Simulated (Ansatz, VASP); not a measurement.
# One calculation of Yb, two programs

Contents of INCAR:

```
SYSTEM = Yb
PREC     = Accurate       ! precision mode
ENCUT    = 520            ! plane-wave cutoff, eV
EDIFF    = 1E-6           ! SCF threshold, eV
ISMEAR   = -1             ! smearing method
SIGMA    = 0.05           ! smearing width, eV
LREAL    = .False.        ! projectors in reciprocal space
LASPH    = .True.         ! aspherical terms in the spheres
NELM     = 80             ! most SCF steps
ALGO     = Normal         ! electronic algorithm
ISIF     = 2              ! what is computed and relaxed
LWAVE    = .False.        ! write WAVECAR
LCHARG   = .False.        ! write CHGCAR
GGA      = PS             ! functional
NBANDS   = 18             ! bands
```

File KPOINTS:

```
regular mesh
0
Gamma
  12 12 12
  0 0 0
```

The input POSCAR:

```
Yb
1.0
    0.0000000000      2.7431000000      2.7431000000
    2.7431000000      0.0000000000      2.7431000000
    2.7431000000      2.7431000000      0.0000000000
Yb
1
Direct
    0.0000000000      0.0000000000      0.0000000000
```

Input for Ansatz:

```yaml
crystal:
  lattice:
    - [0.0, 2.7431, 2.7431]
    - [2.7431, 0.0, 2.7431]
    - [2.7431, 2.7431, 0.0]
  atoms:
    - { symbol: Yb, position: [0.0, 0.0, 0.0] }
kpoints:
  mp_grid: { grid: [12, 12, 12] }
  band_path:
    path:
      - [0.0, 0.0, 0.0]
      - [0.5, 0.0, 0.5]
      - [0.625, 0.25, 0.625]
      - [0.375, 0.375, 0.75]
      - [0.0, 0.0, 0.0]
      - [0.5, 0.5, 0.5]
      - [0.5, 0.25, 0.75]
      - [0.5, 0.0, 0.5]
    npoints: 5
scf:
  occupations: { method: fermi_dirac, width: 0.05 }
hamiltonian:
  xc: pbesol
  pseudopotentials: { kind: all_electron, lapw: { basis_error: 0.00025 } }
output:
  forces: true
  stress: true
  eigenvalues: true
```

Alike in both runs: task single point; functional PBEsol; k mesh 12 × 12 × 12; occupations fermi-dirac, width 0.05 eV; no spin polarisation.

|  | VASP | Ansatz |
| --- | --- | --- |
| version | VASP 6.6.1 | Ansatz 0.2.0 |
| potentials or method | VASP PAW PBE potentials, release 64 (Yb), cutoff 520 eV | all-electron LAPW, scalar-relativistic |

```tsv
	VASP	Ansatz	Ansatz less VASP
pressure (GPa)	-3.3	-3.3	+0.06
```

VASP's potentials were made for PBE, not for PBEsol. Ansatz ran all-electron here, and VASP with PAW potentials.

Neither program's run includes spin-orbit coupling.
